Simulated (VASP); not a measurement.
# Al3Tl2In2Ga5N12 (P1) in VASP: notebook, part 2 of 2

VASP 6.6.1.

## 3. Single point, PBE

File INCAR:

```
ALGO = Normal
EDIFF = 1E-6
ENCUT = 520
GGA = PE
ISIF = 2
ISMEAR = 0
ISYM = 0
LASPH = True
LCHARG = False
LREAL = Auto
LWAVE = False
NBANDS = 111
NELM = 100
PREC = Accurate
SIGMA = 0.1
```

File KPOINTS:

```
Automatic mesh
0
Gamma
  2 2 2
  0.5 0.5 0.5
```

File POSCAR:

```
Al3Tl2In2Ga5N12
1.0
   -4.7014211075     -4.7095696082      0.0106139095
   -0.0101738590      4.7091295578      4.6997145331
   -4.6945856110      4.7133480213     -4.6937591376
N Al Ga In Tl
12 3 5 2 2
Direct
    0.3598380974      0.1885407905      0.9146223202
    0.8224483733      0.1778593005      0.9261488071
    0.6573193481      0.3591960470      0.5638010240
    0.1929717045      0.3332139206      0.5654257113
    0.5077941564      0.4949650239      0.2393959100
   -0.0209209366      0.4710246090      0.2480530951
    0.3377626250      0.6636189195      0.9470537150
    0.8107728861      0.6404511710      0.9066596896
    0.6743801722      0.8061414202      0.5691886476
    0.1510523131      0.8414098521      0.6189743778
    0.5305628799      0.0216810655      0.2516720822
   -0.0131104967      0.0135740534      0.2534893938
    0.6659914712      0.3370866733      0.3285998868
    0.5039210898      0.4987706975      0.0036375216
    0.8269406051      0.6600492975      0.6678845674
    0.5037845065      0.0067447839      0.0077476843
    0.3436550588      0.1768093079      0.6679167659
    0.1737166777      0.3360884896      0.3245481015
    0.9934125138      0.4978177815      1.0048572130
    0.6659981405      0.8271561499      0.3278238962
    0.0011618404     -0.0030869939      0.9917625344
    0.3385023192      0.6658996427      0.6803049136
    0.8321031780      0.1693392821      0.6528880677
    0.1669506867      0.8328151299      0.3439556687
```

Potentials or basis: VASP PAW PBE potentials, release 64 (N, Al, Ga_d, In_d, Tl_d).

Started as:

```
$ cat potpaw_PBE.64/N/POTCAR potpaw_PBE.64/Al/POTCAR potpaw_PBE.64/Ga_d/POTCAR potpaw_PBE.64/In_d/POTCAR potpaw_PBE.64/Tl_d/POTCAR > POTCAR
$ mpirun -np 1 vasp_std > vasp.out
```

OUTCAR:

```text
EDIFF = 1E-6
   ENCUT = 520
   GGA = PE
   ISIF = 2
   ISMEAR = 0
   ISYM = 0
   LASPH = True
   LREAL = Auto
   NELM = 100
   PREC = Accurate

 ion  position               nearest neighbor table
   1  0.360  0.189  0.915-  14 1.93  17 2.01  16 2.02  21 2.16
   2  0.822  0.178  0.926-  19 1.96  16 1.96  21 2.14  23 2.23
   3  0.657  0.359  0.564-  13 1.92  15 1.94  17 2.01  23 2.22
   4  0.193  0.333  0.565-  17 1.95  18 1.97  22 2.14  23 2.20
   5  0.508  0.495  0.239-  14 1.92  13 1.96  20 2.05  18 2.05
   6  0.979  0.471  0.248-  13 1.93  19 1.99  18 2.01  24 2.23
   7  0.338  0.664  0.947-  14 1.96  16 2.04  19 2.04  22 2.17
   8  0.811  0.640  0.907-  14 1.94  15 1.95  19 2.04  21 2.17
   9  0.674  0.806  0.569-  15 1.90  20 1.97  22 2.15  23 2.21
  10  0.151  0.841  0.619-  15 1.92  17 1.98  22 2.15  24 2.24
  11  0.531  0.022  0.252-  13 1.93  16 1.99  20 2.01  24 2.23
  12  0.987  0.014  0.253-  20 1.96  18 1.96  21 2.14  24 2.20
  13  0.666  0.337  0.329-   3 1.92   6 1.93  11 1.93   5 1.96  14 3.23  23 3.26  24 3.32  15 3.33
                            24 3.34
[... 197 lines left out ...]
 Fermi energy:         6.1766181823

 k-point     1 :       0.2500    0.2500    0.2500
  band No.  band energies     occupation
      1      -9.1922      2.00000
      2      -9.0980      2.00000
      3      -9.0396      2.00000
      4      -8.9864      2.00000
      5      -8.9237      2.00000
      6      -8.8529      2.00000
[... 421 lines left out ...]
    104      11.5660      0.00000
    105      11.6794      0.00000
 [bands above 105 left out]

------------------------ aborting loop because EDIFF is reached ----------------------------------------

  FORCE on cell =-STRESS in cart. coord.  units (eV):
  Direction    XX          YY          ZZ          XY          YZ          ZX
  --------------------------------------------------------------------------------------
  -------------------------------------------------------------------------------------
  Total        0.1041304      0.0995851      0.1240082      0.0103383      0.0084252      0.0075632
  in kB        0.5339960      0.5106871      0.6359318      0.0530162      0.0432056      0.0387850
  external PRESSURE =       0.5602050 kB  Pullay stress =       0.0000000 kB

 VOLUME and BASIS-vectors are now :
 -----------------------------------------------------------------------------
  energy-cutoff  :      520.00
  volume of cell :      312.43
      direct lattice vectors                 reciprocal lattice vectors
    -4.701421107 -4.709569608  0.010613909    -0.141648240 -0.070771343  0.070606482
    -0.010173859  4.709129558  4.699714533    -0.070593998  0.070791188  0.141693055
    -4.694585611  4.713348021 -4.693759138    -0.071003873  0.070720973 -0.071016358

 POSITION                                       TOTAL-FORCE (eV/Angst)
 -----------------------------------------------------------------------------------
     -5.98744      3.50411     -3.40311        -0.012944      0.014022      0.015935
     -8.21637      1.32945     -3.50250         0.007062      0.006252      0.006678
     -5.74080      1.25320     -0.95125        -0.004121     -0.005576      0.023867
     -3.56507      3.32538     -1.08591         0.001681     -0.006693     -0.001442
     -3.51625      1.06772      1.20792         0.000024     -0.031448      0.000329
     -5.77236     -1.22376      1.05977         0.010923      0.018064     -0.006834
[... 16 lines left out ...]
     -6.97883     -0.04412     -2.25982         0.000877     -0.002384      0.000311
     -2.40811      4.75675      2.30132         0.001870      0.004498      0.003174
 -----------------------------------------------------------------------------------
    total drift:                                0.001508     -0.012310     -0.001494

  FREE ENERGIE OF THE ION-ELECTRON SYSTEM (eV)
  ---------------------------------------------------
  free  energy   TOTEN  =      -142.4735321786 eV

  energy  without entropy=     -142.4735321786  energy(sigma->0) =     -142.47353218
```

OSZICAR:

```text
N       E                     dE             d eps       ncg     rms          rms(c)
DAV:   1     0.266032512769E+04    0.26603E+04   -0.78800E+04   990   0.247E+03
DAV:   2     0.563411963682E+03   -0.20969E+04   -0.19771E+04   888   0.766E+02
DAV:   3    -0.803828822555E+02   -0.64379E+03   -0.60986E+03  1061   0.288E+02
DAV:   4    -0.163676552069E+03   -0.83294E+02   -0.81623E+02  1168   0.105E+02
DAV:   5    -0.168216530389E+03   -0.45400E+01   -0.44797E+01  1320   0.271E+01    0.336E+01
DAV:   6    -0.141307248690E+03    0.26909E+02   -0.10061E+02  1568   0.582E+01    0.238E+01
DAV:   7    -0.142660199899E+03   -0.13530E+01   -0.16671E+01  1040   0.141E+01    0.109E+01
DAV:   8    -0.142494972360E+03    0.16523E+00   -0.14067E+00  1384   0.819E+00    0.514E+00
DAV:   9    -0.142468709002E+03    0.26263E-01   -0.34186E-01  1352   0.568E+00    0.105E+00
DAV:  10    -0.142472220282E+03   -0.35113E-02   -0.65692E-02  1280   0.196E+00    0.913E-01
DAV:  11    -0.142473437822E+03   -0.12175E-02   -0.12160E-02  1176   0.141E+00    0.251E-01
DAV:  12    -0.142473324303E+03    0.11352E-03   -0.39065E-03  1329   0.125E+00    0.585E-02
DAV:  13    -0.142473524810E+03   -0.20051E-03   -0.23953E-03  1232   0.218E-01    0.833E-02
DAV:  14    -0.142473539342E+03   -0.14532E-04   -0.21324E-04  1209   0.877E-02    0.561E-02
DAV:  15    -0.142473532745E+03    0.65972E-05   -0.59082E-05  1328   0.211E-01    0.319E-02
DAV:  16    -0.142473534270E+03   -0.15253E-05   -0.30594E-05  1513   0.570E-02    0.139E-02
DAV:  17    -0.142473532453E+03    0.18177E-05   -0.11725E-05  1072   0.593E-02    0.622E-03
DAV:  18    -0.142473532179E+03    0.27399E-06   -0.37967E-06   760   0.219E-02
   1 F= -.14247353E+03 E0= -.14247353E+03  d E =-.240092E-13
```

Run time: 3.2 min. Hardware: 1 thread of Intel Xeon 6975P-C (Granite Rapids), shared host; peak memory 0.45 GiB.

Results:

```yaml
Free_energy: -142.4735 eV
Pressure: 0.1 GPa
Largest_force: 0.031 eV/Å
Band_gap_on_the_k_mesh: 2.02 eV
```

Forces on the atoms (eV/Å):
```
N   -0.013  0.014  0.016
N    0.007  0.006  0.007
N   -0.004 -0.006  0.024
N    0.002 -0.007 -0.001
N    0.000 -0.031  0.000
N    0.011  0.018 -0.007
N   -0.017 -0.013 -0.017
N    0.031  0.002  0.003
N   -0.014 -0.013 -0.013
N    0.013  0.018 -0.016
N   -0.008  0.018  0.011
N   -0.002  0.004 -0.003
Al  -0.004  0.001 -0.003
Al  -0.002 -0.002 -0.001
Al   0.001 -0.001  0.006
Ga  -0.010 -0.004  0.006
Ga   0.009  0.002  0.004
Ga   0.003  0.004 -0.015
Ga   0.005 -0.007 -0.010
Ga  -0.013  0.005  0.004
In  -0.005 -0.011 -0.007
In   0.008  0.000  0.008
Tl   0.001 -0.002  0.000
Tl   0.002  0.004  0.003
```

Caveat: spin-orbit coupling is left out, which moves the levels of the heavy elements; a shifted mesh leaves out Γ, where band edges can lie.

## 4. Single point, PBE

INCAR: that of step 3 with these lines changed.

```diff
@@ -7,6 +7,6 @@
 ISYM = 0
-LASPH = True
-LCHARG = False
+LASPH = T
+LCHARG = F
 LREAL = Auto
-LWAVE = False
+LWAVE = F
 NBANDS = 111
```

File KPOINTS:

```
k-points
0
Gamma
  3 3 2
```

File POSCAR:

```
Al3Tl2In2Ga5N12
1.0
   -4.6987874831     -4.6984730487     -0.0043122468
   -0.0030829974      4.7059366880      4.7224556208
   -4.6998751579      4.6952142092     -4.7087072971
N Al Ga In Tl
12 3 5 2 2
Direct
    0.3555182346      0.1998884154      0.9011330021
    0.8393299324      0.1946015424      0.8815077472
    0.6553556913      0.3026895331      0.5600994673
    0.1596274509      0.3327637608      0.5832070462
    0.5036834465      0.5016364911      0.2607187048
    0.9822078294      0.4715775538      0.2450944416
    0.3244111596      0.6444982830      0.9165363566
    0.8182721347      0.6388014980      0.9414160907
    0.6493657281      0.8505644021      0.5745884793
    0.1932534237      0.8457509361      0.6018852945
    0.5247515695      0.0101643809      0.2550976965
    0.9805162432      0.0038741654      0.2786298842
    0.8299333710      0.1690036160      0.6499808064
    0.6645509329      0.3268886264      0.3270943878
    0.6594799553      0.8333613371      0.3387760645
    0.3384809694      0.1751088491      0.6599777237
    0.1648282778      0.3340583609      0.3398471378
    0.4959772617      0.4992410420      0.0120760815
    0.9984112782      0.4908244911      0.9988842869
    0.3312407433      0.6604627209      0.6714316282
    0.5033346701      0.0018394610      0.9907089233
    0.1673103939      0.8264618093      0.3375478692
    1.0003776601      0.0102870416      0.0027172987
    0.8209827044      0.6580531188      0.6684679394
```

Started as:

```
$ cat potpaw_PBE.64/N/POTCAR potpaw_PBE.64/Al/POTCAR potpaw_PBE.64/Ga_d/POTCAR potpaw_PBE.64/In_d/POTCAR potpaw_PBE.64/Tl_d/POTCAR > POTCAR
$ mpirun -np 1 vasp_std > vasp.out
```

Run time: 7.7 min. Hardware: 1 thread of Intel Xeon 6975P-C (Granite Rapids), shared host; peak memory 0.54 GiB.

Results (log left out):

| Item | Value |
| --- | --- |
| Free energy | -142.3273 eV |
| Pressure | 0.0 GPa |
| Largest force | 0.042 eV/Å |
| Band gap on the k mesh | 0.53 eV |

Forces in eV/Å, atoms in the order of the input:
```
N   -0.002  0.007  0.015
N    0.018 -0.023  0.030
N    0.014 -0.016  0.012
N    0.031  0.013  0.000
N   -0.023  0.002  0.013
N    0.022  0.016 -0.010
N    0.006  0.000 -0.009
N    0.008  0.012 -0.011
N    0.008 -0.010  0.035
N   -0.015  0.014 -0.001
N   -0.027  0.002 -0.002
N    0.028  0.019 -0.013
Al  -0.020  0.001 -0.032
Al  -0.006 -0.003 -0.006
Al  -0.025 -0.001 -0.008
Ga   0.006  0.001 -0.016
Ga  -0.004  0.006 -0.024
Ga   0.004 -0.013  0.005
Ga   0.000 -0.011 -0.012
Ga  -0.021 -0.003 -0.005
In  -0.009 -0.023  0.021
In   0.001  0.001 -0.001
Tl   0.007  0.001  0.010
Tl  -0.001  0.009  0.009
```

Levels at points of the mesh, in eV from the valence-band top:
| k point | band 91 | band 92 | band 93 | band 94 | band 95 | band 96 |
| --- | --- | --- | --- | --- | --- | --- |
| (0.00, 0.00, 0.00) | -0.26 | -0.11 | 0.00 | 0.53 | 2.84 | 3.05 |
| (0.00, 0.00, 0.50) | -0.33 | -0.23 | -0.05 | 1.89 | 2.08 | 3.14 |

Caveat: spin-orbit coupling is left out, which moves the levels of the heavy elements.

## 5. Summary

| cell | k mesh | gap on the mesh (eV) | pressure (GPa) | largest force (eV/Å) |
| --- | --- | --- | --- | --- |
| a = 6.634, b = 6.657, c = 8.149 Å, angles 90.3, 89.8, 119.7°, 24 atoms, atomic positions A | 2 × 2 × 2, shifted | 2.02 | 0.0 | 0.03 |
| a = 6.655, b = 6.653, c = 8.142 Å, angles 89.8, 90.2, 119.9°, 24 atoms, atomic positions B | 2 × 2 × 2, shifted | 2.02 | 0.1 | 0.03 |
| a = 6.645, b = 6.667, c = 8.143 Å, angles 90.1, 90.0, 119.9°, 24 atoms, atomic positions C | 3 × 3 × 2 | 0.53 | 0.0 | 0.04 |

Alike in all rows: task single point; level PBE; potentials or basis VASP PAW PBE potentials, release 64 (N, Al, Ga_d, In_d, Tl_d); no spin polarisation; cutoff (eV) 520; smearing gaussian 0.1 eV.

Caveats: spin-orbit coupling is left out, which moves the levels of the heavy elements; a shifted mesh leaves out Γ, where band edges can lie (at least some runs).

Total energies depend on the potentials used, so only differences within one code and one set of settings carry meaning.
